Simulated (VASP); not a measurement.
# Ti in VASP: further runs, part 2 of 2

VASP 6.6.1. The steps go on from the part before.

### 3 Single point, PBE

This run uses another cell than the first one, of 17.63 Å³/atom, 1.006 times its volume.

INCAR

```
PREC = Accurate
ENCUT = 520
EDIFF = 1E-7
ISMEAR = 0
SIGMA = 0.1
LREAL = F
LASPH = T
NELM = 80
ALGO = Fast
ISIF = 2
LWAVE = F
LCHARG = F
GGA = PE
ISYM = 0
NBANDS = 12
```

KPOINTS

```
Automatic mesh
0
Gamma
  12 12 15
```

POSCAR

```
Ti
1.0
    2.9402040687     -0.0000004943     -0.0022438074
   -1.4701024625      2.5462921573      0.0000000000
    1.4683141647      0.8477315782      2.3540249794
Ti
1
Direct
    0.0000000000      0.0000000000      0.0000000000
```

Potentials or basis: VASP PAW PBE potentials, release 64 (Ti_sv).

On the command line:

```
$ cat potpaw_PBE.64/Ti_sv/POTCAR > POTCAR
$ mpirun -np 1 vasp_std > vasp.out
```

OUTCAR:

```text
PREC = Accurate
   ENCUT = 520
   EDIFF = 1E-7
   ISMEAR = 0
   LREAL = F
   LASPH = T
   NELM = 80
   ISIF = 2
   GGA = PE
   ISYM = 0

 ion  position               nearest neighbor table
   1  0.000  0.000  0.000-

IMPORTANT INFORMATION: All symmetrisations will be switched off!
NOSYMM: (Re-)initialisation of all symmetry stuff for point group C_1.

----------------------------------------------------------------------------------------

                                     Primitive cell

  volume of cell :      17.6349

  direct lattice vectors                    reciprocal lattice vectors
     2.940204069 -0.000000494 -0.002243807     0.339896754  0.196239483 -0.282679084
    -1.470102463  2.546292157  0.000000000    -0.000107797  0.392665675 -0.141339542
     1.468314165  0.847731578  2.354024979     0.000323982  0.000187051  0.424534884

  length of vectors
     2.940204925  2.940204925  2.901039282     0.483680889  0.417328659  0.424535049

  position of ions in fractional coordinates (direct lattice)
     0.000000000  0.000000000  0.000000000

  ion indices of the primitive-cell ions
   primitive index   ion index
                 1           1

----------------------------------------------------------------------------------------

 KPOINTS: Automatic mesh

Automatic generation of k-mesh.
 Grid dimensions read from file:
 generate k-points for:   12   12   15

 Generating k-lattice:

  Cartesian coordinates                     Fractional coordinates (reciprocal lattice)
     0.028324730  0.016353290 -0.023556590     0.083333333  0.000000000  0.000000000
    -0.000008983  0.032722140 -0.011778295    -0.000000000  0.083333333  0.000000000
     0.000021599  0.000012470  0.028302326    -0.000000000  0.000000000  0.066666667

  Length of vectors
     0.040306741  0.034777388  0.028302337

  Shift w.r.t. Gamma in fractional coordinates (k-lattice)
     0.000000000  0.000000000  0.000000000

 Subroutine IBZKPT returns following result:
 ===========================================

 Found   1082 irreducible k-points:

 Following reciprocal coordinates:
            Coordinates               Weight
  0.000000  0.000000  0.000000      1.000000
  0.083333  0.000000 -0.000000      2.000000
  0.166667  0.000000 -0.000000      2.000000
  0.250000 -0.000000 -0.000000      2.000000
  0.333333  0.000000 -0.000000      2.000000
  0.416667 -0.000000 -0.000000      2.000000
[... 16 lines left out ...]
 -0.250000  0.166667  0.000000      2.000000
  0.166667  0.166667  0.000000      2.000000
 [... further k-points ...]
   k-points           NKPTS =   1082   k-points in BZ     NKDIM =   1082   number of bands    NBANDS=     12
   number of dos      NEDOS =    301   number of ions     NIONS =      1
   total plane-waves  NPLWV =  13824
   dimension x,y,z NGX =    24 NGY =   24 NGZ =   24
   dimension x,y,z NGXF=    48 NGYF=   48 NGZF=   48
   ions per type =               1
   NGX,Y,Z   is equivalent  to a cutoff of  13.57, 13.57, 13.75 a.u.
   NGXF,Y,Z  is equivalent  to a cutoff of  27.14, 27.14, 27.51 a.u.
 SYSTEM =  unknown system
   PREC   = accura    normal or accurate (medium, high low for compatibility)
   ISTART =      0    job   : 0-new  1-cont  2-samecut
   ICHARG =      2    charge: 1-file 2-atom 10-const
   ISPIN  =      1    spin polarized calculation?
   LNONCOLLINEAR =      F non collinear calculations
   LSORBIT =      F    spin-orbit coupling
   LASPH  =      T    aspherical Exc in radial PAW
   ENCUT  =  520.0 eV  38.22 Ry    6.18 a.u.   5.47  5.47  5.39*2*pi/ulx,y,z
   NELM   =     80;   NELMIN=  2; NELMDL= -5     # of ELM steps
   EDIFF  = 0.1E-06   stopping-criterion for ELM
   LREAL  =      F    real-space projection
   EDIFFG = 0.1E-05   stopping-criterion for IOM
   NSW    =      0    number of steps for IOM
   IBRION =     -1    ionic relax: 0-MD 1-quasi-New 2-CG
   NFREE  =      0    steps in history (QN), initial steepest desc. (CG)
   ISIF   =      2    stress and relaxation
   ISYM   =      0    0-nonsym 1-usesym 2-fastsym
   POTIM  = 0.5000    time-step for ionic-motion
   TEBEG  =    0.0;   TEEND  =   0.0 temperature during run
   PSTRESS=    0.0 pullay stress
   NELECT =      12.0000    total number of electrons
   NUPDOWN=      -1.0000    fix difference up-down
   EMIN   =  10.00;   EMAX   =-10.00  energy-range for DOS
   EFERMI =   0.00;   METHOD = LEGACY
   ISMEAR =     0;   SIGMA  =   0.10  broadening in eV -4-tet -1-fermi 0-gaus
   EFERMI_NEDOS =   21; number of points for ismear=-14 and -15
   IALGO  =     68    algorithm
   IMIX   =      4    mixing-type and parameters
     AMIX     =   0.40;   BMIX     =  1.00
     AMIX_MAG =   1.60;   BMIX_MAG =  1.00
  volume/ion in A,a.u.               =      17.63       119.01
  Fermi-wavevector in a.u.,A,eV,Ry     =   1.439940  2.721093 28.210701  2.073428
  Thomas-Fermi vector in A             =   2.558740
   LORBIT       =      0    0 simple, 1 ext, 2 COOP (PROOUT), +10 PAW based schemes
   GGA     = PE    functional components
   LHFCALC =     F    Hartree Fock is set to
   AEXX    =    0.0000 exact exchange contribution
   IVDW    =     0    specifies the selected vdW correction
   LEPSILON=     F    determine dielectric tensor
   LRPA    =     F    only Hartree local field effects (RPA)
 non-spin polarized calculation
 RMM-DIIS sequential band-by-band and
 Gauss-broadening in eV      SIGMA  =   0.10
  energy-cutoff  :      520.00
  volume of cell :       17.63
 maximum number of plane-waves:       507
 NGX is ok and might be reduce to    24
   NGX = 11   NGY = 11   NGZ = 11

 number of electron      12.0000000 magnetization

 Free energy of the ion-electron system (eV)
  ---------------------------------------------------
  ext. energy  EPLUGINS =         0.00000000
  ---------------------------------------------------
  free energy    TOTEN  =        -7.77906608 eV

  energy without entropy =       -7.77000987  energy(sigma->0) =       -7.77453798

 E-fermi :   8.0590     XC(G=0): -11.4271

 val. band max:        8.0573790945   @ k =   0.4167   0.1667   0.2000
 cond. band min:       8.0591935732   @ k =   0.2500   0.5000   0.0667
 fundamental gap:      0.0018144787
 Fermi energy:         8.0589827359

 k-point     1 :       0.0000    0.0000    0.0000
  band No.  band energies     occupation
      1     -48.6781      2.00000
      2     -24.5619      2.00000
      3     -24.5601      2.00000
      4     -24.5401      2.00000
      5       2.0004      2.00000
      6       8.8574      0.00000
      7       8.8579      0.00000
      8       9.0503      0.00000
      9      10.5196      0.00000
     10      10.5293      0.00000
     11      23.2122      0.00000
     12      27.4433      0.00000

 k-point     2 :       0.0833    0.0000   -0.0000
  band No.  band energies     occupation
      1     -48.6680      2.00000
      2     -24.5979      2.00000
      3     -24.5773      2.00000
      4     -24.5600      2.00000
      5       2.2935      2.00000
      6       8.6861      0.00000
      7       8.9893      0.00000
      8       9.1350      0.00000
      9      10.3126      0.00000
     10      10.5931      0.00000
     11      23.4505      0.00000
     12      26.3654      0.00000

 k-point     3 :       0.1667    0.0000   -0.0000
  band No.  band energies     occupation
      1     -48.6403      2.00000
      2     -24.7113      2.00000
      3     -24.6193      2.00000
      4     -24.6017      2.00000
      5       3.1182      2.00000
      6       8.1576      0.16295
      7       9.3787      0.00000
      8       9.4947      0.00000
      9       9.7812      0.00000
     10      10.7706      0.00000
     11      24.0029      0.00000
     12      24.8331      0.00000
[... 286 lines left out ...]
 k-point    23 :      -0.2500    0.1667    0.0000
  band No.  band energies     occupation
      1     -48.6263      2.00000
      2     -24.8311      2.00000
      3     -24.6054      2.00000
      4     -24.5955      2.00000
      5       3.6047      2.00000
      6       8.0845      0.71796
      7       9.1153      0.00000
      8       9.3957      0.00000
      9      10.2315      0.00000
     10      10.8045      0.00000
     11      21.5689      0.00000
     12      24.1384      0.00000

 k-point    24 :       0.1667    0.1667    0.0000
  band No.  band energies     occupation
      1     -48.5935      2.00000
      2     -24.9457      2.00000
      3     -24.6645      2.00000
      4     -24.6489      2.00000
      5       4.6822      2.00000
      6       7.5824      2.00000
      7       8.8009      0.00000
      8       9.7102      0.00000
      9      10.6415      0.00000
     10      11.2292      0.00000
     11      20.2678      0.00000
     12      23.6237      0.00000

 [... further k-points ...]

------------------------ aborting loop because EDIFF is reached ----------------------------------------

  FORCE on cell =-STRESS in cart. coord.  units (eV):
  Direction    XX          YY          ZZ          XY          YZ          ZX
  --------------------------------------------------------------------------------------
  -------------------------------------------------------------------------------------
  Total       -0.2733393     -0.2816795     -0.0293928      0.0072258     -0.0013459     -0.0023287
  in kB      -24.8336356    -25.5913716     -2.6704140      0.6564881     -0.1222795     -0.2115686
  external PRESSURE =     -17.6984737 kB  Pullay stress =       0.0000000 kB

 VOLUME and BASIS-vectors are now :
 -----------------------------------------------------------------------------
  energy-cutoff  :      520.00
  volume of cell :       17.63
      direct lattice vectors                 reciprocal lattice vectors
     2.940204069 -0.000000494 -0.002243807     0.339896754  0.196239483 -0.282679084
    -1.470102463  2.546292157  0.000000000    -0.000107797  0.392665675 -0.141339542
     1.468314165  0.847731578  2.354024979     0.000323982  0.000187051  0.424534884

 POSITION                                       TOTAL-FORCE (eV/Angst)
 -----------------------------------------------------------------------------------
      0.00000      0.00000      0.00000        -0.000002      0.000002      0.000001
 -----------------------------------------------------------------------------------
    total drift:                               -0.000002      0.000002      0.000001

  FREE ENERGIE OF THE ION-ELECTRON SYSTEM (eV)
  ---------------------------------------------------
  free  energy   TOTEN  =        -7.7790660762 eV

  energy  without entropy=       -7.7700098743  energy(sigma->0) =       -7.77453798
```

stdout:

```text
POSCAR found type information on POSCAR Ti
 POSCAR found :  1 types and       1 ions
 scaLAPACK will be used
 LDA part: xc-table for (Slater+PW92), standard interpolation
 POSCAR, INCAR and KPOINTS ok, starting setup
 FFT: planning ... GRIDC
 FFT: planning ... GRID_SOFT
 FFT: planning ... GRID
 WAVECAR not read
 entering main loop
WARNING in EDDRMM: call to ZHEGV failed, returncode =   6  3     11
WARNING in EDDRMM: call to ZHEGV failed, returncode =   6  3      6
WARNING in EDDRMM: call to ZHEGV failed, returncode =   6  3      7
WARNING in EDDRMM: call to ZHEGV failed, returncode =   6  3      5
WARNING in EDDRMM: call to ZHEGV failed, returncode =   6  3     10
WARNING in EDDRMM: call to ZHEGV failed, returncode =   8  4      7
WARNING in EDDRMM: call to ZHEGV failed, returncode =   6  3      5
WARNING in EDDRMM: call to ZHEGV failed, returncode =   8  4      6
WARNING in EDDRMM: call to ZHEGV failed, returncode =   6  3      6
WARNING in EDDRMM: call to ZHEGV failed, returncode =   6  3      6
[... 43 lines left out ...]
WARNING in EDDRMM: call to ZHEGV failed, returncode =   6  3      5
WARNING in EDDRMM: call to ZHEGV failed, returncode =   6  3     10
WARNING in EDDRMM: call to ZHEGV failed, returncode =   6  3     10
WARNING in EDDRMM: call to ZHEGV failed, returncode =   6  3      7
WARNING in EDDRMM: call to ZHEGV failed, returncode =   6  3      7
WARNING in EDDRMM: call to ZHEGV failed, returncode =   6  3     10
WARNING in EDDRMM: call to ZHEGV failed, returncode =   8  4     10
WARNING in EDDRMM: call to ZHEGV failed, returncode =   6  3      9
WARNING in EDDRMM: call to ZHEGV failed, returncode =   6  3      8
WARNING in EDDRMM: call to ZHEGV failed, returncode =   8  4     10
```

Wall time 2.3 min (1 thread of Intel Xeon 6975P-C (Granite Rapids), shared host); peak memory 0.33 GiB.

What came out:

- Free energy: -7.7791 eV
- Pressure: -1.8 GPa
- Band gap on the k mesh: zero (band 6 reaches 8.92 eV, above the bottom of band 7 at 7.63 eV)

Levels at points of the mesh, in eV from the Fermi level:
```tsv
k point	band 2	band 3	band 4	band 5	band 6	band 7	band 8	band 9	band 10	band 11
(0.00, 0.00, 0.00)	-32.62	-32.62	-32.60	-6.06	0.80	0.80	0.99	2.46	2.47	15.15
(0.50, 0.00, 0.00)	-33.21	-32.85	-32.82	-2.52	-1.67	2.76	3.49	3.77	3.78	10.62
(0.00, 0.50, 0.00)	-33.24	-32.69	-32.69	-2.56	0.54	0.67	0.88	3.44	3.54	7.94
(0.50, 0.50, 0.00)	-33.24	-32.69	-32.69	-2.56	0.54	0.67	0.88	3.44	3.54	7.94
```
